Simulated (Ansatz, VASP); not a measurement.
# One calculation of BN, two programs

File INCAR:

```
SYSTEM = BN
PREC = Accurate
ENCUT = 520
EDIFF = 1E-6
ISMEAR = 0
SIGMA = 0.05
LREAL = .FALSE.
LASPH = .TRUE.
NELM = 80
ALGO = Normal
ISIF = 2
LWAVE = .FALSE.
LCHARG = .FALSE.
GGA = CA
NBANDS = 16
```

Contents of KPOINTS:

```
regular mesh
0
G
  12 12 4
  0 0 0
```

The input POSCAR:

```
BN
1.0
    2.4232274784      0.0000000000      0.0000000000
   -1.2116137392      2.0985765554      0.0000000000
    0.0000000000      0.0000000000      6.0275360297
B N
2 2
Direct
    0.3333333333      0.6666666667      0.2500000000
    0.6666666667      0.3333333333      0.7500000000
    0.3333333333      0.6666666667      0.7500000000
    0.6666666667      0.3333333333      0.2500000000
```

Input for Ansatz:

```yaml
crystal:
  lattice:
    - [2.4232274784, 0.0, 0.0]
    - [-1.2116137392, 2.0985765554, 0.0]
    - [0.0, 0.0, 6.0275360297]
  atoms:
    - { symbol: B, position: [0.3333333333, 0.6666666667, 0.25] }
    - { symbol: B, position: [0.6666666667, 0.3333333333, 0.75] }
    - { symbol: "N", position: [0.3333333333, 0.6666666667, 0.75] }
    - { symbol: "N", position: [0.6666666667, 0.3333333333, 0.25] }
basis:
  ecutwfc: 520.0
kpoints:
  mp_grid: { grid: [12, 12, 4] }
hamiltonian:
  xc: lda
  pseudopotentials: { kind: paw, azcp: { folder: soft_1 } }
scf:
  occupations: { method: gaussian, width: 0.05 }
output:
  forces: true
  stress: true
  eigenvalues: true
```

Alike in both runs: task single point; functional LDA; k mesh 12 × 12 × 4; occupations gaussian, width 0.05 eV; no spin polarisation.

```csv
,VASP,Ansatz
version,VASP 6.6.1,Ansatz 0.2.0
potentials or method,"VASP PAW LDA potentials, release 64 (B, N), cutoff 520 eV","scalar-relativistic, plane waves, PAW"
valence electrons in the cell,16,16
```

Ansatz gave:

* gap on the k mesh at the Fermi level (eV): 4.03
* least direct gap on the mesh (eV): 4.41
* pressure (GPa): 25.7
* traceless stress, the component that is largest in VASP (GPa): -21.98

Q: Estimate VASP's values.

A: gap on the k mesh at the Fermi level (eV): 4.02; least direct gap on the mesh (eV): 4.40; pressure (GPa): 26.4; traceless stress, the component that is largest in VASP (GPa): -22.90.

Ansatz warns that its potentials were made for another functional, while VASP's fit it. LDA's correlation is that of Perdew and Zunger in VASP and of Perdew and Wang (1992) in Ansatz.
